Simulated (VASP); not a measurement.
A run of VASP 6.6.1 is set up as follows.

Contents of INCAR:

```
SYSTEM = PtSe2
  ALGO = Normal
  EDIFF = 1E-6
  ENCUT = 520
  GGA = PS
  ISIF = 2
  ISMEAR = -1
  LASPH = .True.
  LCHARG = .True.
  LELF = .True.
  LREAL = .False.
  LVHAR = .True.
  LWAVE = .False.
  NBANDS = 31
  NELM = 80
  PREC = Accurate
  SIGMA = 0.03
```

The input KPOINTS:

```
k-points
0
Gamma
  4 4 6
  0 0 0
```

Contents of POSCAR:

```
PtSe2
1.0
    5.6946004622      0.0000000000      0.0000000000
    0.0000000000      5.6946004622      0.0000000000
    0.0000000000      0.0000000000      3.9744825830
Pt Se
2 4
Direct
    0.5000000000      0.5000000000      0.5000000000
    0.0000000000      0.0000000000      0.0000000000
    0.6901459774      0.6901459774      0.0000000000
    0.8098540226      0.1901459774      0.5000000000
    0.3098540226      0.3098540226      0.0000000000
    0.1901459774      0.8098540226      0.5000000000
```

Potentials or basis: VASP PAW PBE potentials, release 64 (Pt, Se).

Run with:

```sh
$ cat potpaw_PBE.64/Pt/POTCAR potpaw_PBE.64/Se/POTCAR > POTCAR
$ mpirun -np 1 vasp_std > vasp.out
```

(1) What does it give for the pressure?

(2) What does it give for the band gap on the k mesh?

## Answers

(1) 0.1 GPa.

(2) zero (band 22 reaches 5.31 eV, above the bottom of band 23 at 4.90 eV).

Caveat: the PAW data sets were made with another functional, which shifts forces and pressure a little; spin-orbit coupling is left out, which moves the levels of the heavy elements.
